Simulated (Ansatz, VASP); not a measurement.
# Two plane-wave programs on FeO

```xyz
2
Lattice="-1.5914 1.5914 2.0694 1.5914 -1.5914 2.0694 1.5914 1.5914 -2.0694" Properties=species:S:1:pos:R:3 pbc="T T T"
Fe    0.0000    0.0000    0.0000
O     0.0000    0.0000    2.0694
```

Alike in both runs: task single point; functional PBEsol; k mesh 12 × 12 × 12; occupations fermi-dirac, width 0.05 eV; collinear spin.

|  | VASP | Ansatz |
| --- | --- | --- |
| version | VASP 6.6.1 | Ansatz 0.2.0 |
| potentials or method | VASP PAW PBE potentials, release 64 (Fe, O) | Ansatz PAW |
| plane-wave cutoff (eV) | 520 | 420 |
| valence electrons in the cell | 14 | 22 |

|  | VASP | Ansatz | Ansatz less VASP |
| --- | --- | --- | --- |
| gap on the k mesh at the Fermi level (eV) | none | none | - |
| pressure (GPa) | -13.2 | -13.4 | -0.22 |
| traceless stress, the component that is largest in VASP (GPa) | 3.59 | 3.18 | -0.412 |
| net moment per atom (μB) | 2.00 | 2.00 | 0.000 |
| size of the moment on the site where the two differ most (μB) | 3.61 | 3.38 | -0.226 |

VASP's potentials were made for PBE, not for PBEsol. Site moments also hang on the region over which each program counts them. A gap of «none» marks a metal or a gap that the smearing closes. With one functional, cell and mesh, what is left measures potentials, basis and numerics. VASP's potentials hold 14 valence electrons a cell and Ansatz's 22, so a difference there can come from the potentials and not from the codes.
